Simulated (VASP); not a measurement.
A run of VASP 6.6.1:

The input INCAR:

```
SYSTEM = H3C2N
ALGO = Normal
EDIFF = 1E-7
ENCUT = 520
GGA = PE
ISIF = 2
ISMEAR = -1
IVDW = 12
LASPH = .TRUE.
LCHARG = .TRUE.
LELF = .TRUE.
LREAL = Auto
LVHAR = .TRUE.
LWAVE = .FALSE.
NBANDS = 72
NELM = 100
PREC = Accurate
SIGMA = 0.02
```

KPOINTS

```
k-points
0
G
  1 1 1
  0 0 0
```

The input POSCAR:

```
H3C2N
1.0
    8.3116590000      0.0000000000      0.0000000000
    0.0000000000      8.3116590000      0.0000000000
    0.0000000000      0.0000000000      8.3116590000
C N H
12 6 18
Direct
    0.5058436589      0.3774457061      0.1222860562
    0.5559299293      0.5181877649      0.2248046990
    0.0778544933      0.5545703932      0.3020335651
   -0.0261560297      0.4128417684      0.2694407939
    0.9161227620      0.1736356123      0.6461646225
    0.8477489271      0.3155567378      0.7177267499
    0.7879654351      0.9335801673      0.1652738641
    0.6827638141      0.9297542163      0.0324844896
    0.4458556348      0.6625031176      0.6925572861
    0.2927093135      0.7382882286      0.6619617094
    0.4949192454      0.0729457260      0.6418935137
    0.4031204841      0.1583558710      0.5160822887
    0.5809550175      0.6204296880      0.3170004929
   -0.0956487748      0.2989896482      0.2319272242
    0.7963993711      0.4345582512      0.7687273985
    0.5792706366      0.9184087076     -0.0596872417
    0.1696171607      0.8097661369      0.6319075410
    0.3145461093      0.2245761045      0.4342574689
    0.5093447650      0.4048650215     -0.0080850285
    0.5900987998      0.2737359653      0.1577543063
    0.3889837155      0.3326532044      0.1512935023
    0.1841509619      0.5113539908      0.3767478911
    0.1174615080      0.5835898706      0.1830801769
    0.0222097658      0.6484265055      0.3746183524
    0.9807789275      0.1090756972      0.7446407510
    0.8413843734      0.0996672265      0.5686470054
    1.0295417557      0.2146984134      0.5802451713
    0.7574300149      0.8275965123      0.2547987111
    0.9148233824      0.9382242462      0.1299981147
    0.7524490598      1.0415249230      0.2380872459
    0.5349593866      0.7542296911      0.6803094304
    0.4338002798      0.6235578240      0.8176586648
    0.4652139844      0.5594671292      0.5970288242
    0.5860923794      0.1542652315      0.6967923010
    0.4086067535      0.0297654175      0.7275683471
    0.5323245335     -0.0432404650      0.5857194093
```

Potentials or basis: VASP PAW PBE potentials, release 64 (C, N, H).

The run is started by

```console
$ cat potpaw_PBE.64/C/POTCAR potpaw_PBE.64/N/POTCAR potpaw_PBE.64/H/POTCAR > POTCAR
$ mpirun -np 1 vasp_gam > vasp.out
```

Hardware: 1 thread of Intel(R) Xeon(R) Platinum 8488C (Sapphire Rapids), with other jobs on the host.

Task: How long does it take, and how much memory?

Result: It took 58 s on 1 thread of Intel(R) Xeon(R) Platinum 8488C (Sapphire Rapids), on a shared host, peak memory 0.55 GiB. Counts: scf iterations 19, k points 1.
